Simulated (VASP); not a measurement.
Crystal: N.

```
N
1.0
     5.56052    0.00000    0.00000
     0.00000    5.56052    0.00000
     0.00000    0.00000    5.56052
N
8
Direct
  0.05740 0.44260 0.55740
  0.44260 0.55740 0.05740
  0.55740 0.05740 0.44260
  0.94260 0.94260 0.94260
  0.94260 0.55740 0.44260
  0.55740 0.44260 0.94260
  0.44260 0.94260 0.55740
  0.05740 0.05740 0.05740
```

Base run:

* Program: VASP 6.6.1
* Functional: PBE
* Potentials or basis: VASP PAW PBE potentials, release 64 (N)
* Cutoff: 520 eV
* k mesh: 5 × 5 × 5
* Occupations: fermi-dirac, width 0.05 eV
* Spin: no spin polarisation

Its results: band gap on the k mesh 7.24 eV (least direct gap 7.27 eV); pressure 2.0 GPa; largest force 1.053 eV/Å.

Problem. The run is repeated on the same cell with these changes: functional from PBE to PBEsol. What comes out?

Solution. Band gap on the k mesh 7.20 eV (least direct gap 7.22 eV); pressure 1.4 GPa; largest force 0.855 eV/Å.

PBEsol binds more tightly than PBE, so the same cell stands under less pressure.

Caveats: the standard files for N, O and F lose accuracy on very short bonds; this functional lacks dispersion, which holds the molecules together, so the pressure and a relaxed volume are unreliable; an odd mesh through Γ misses points on the zone boundary, where band edges can lie; forces of over 1 eV/Å act on the atoms, so gaps and moduli don't describe the material at rest (at least some runs); the PAW data sets were made with another functional, which shifts forces and pressure a little (at least some runs).
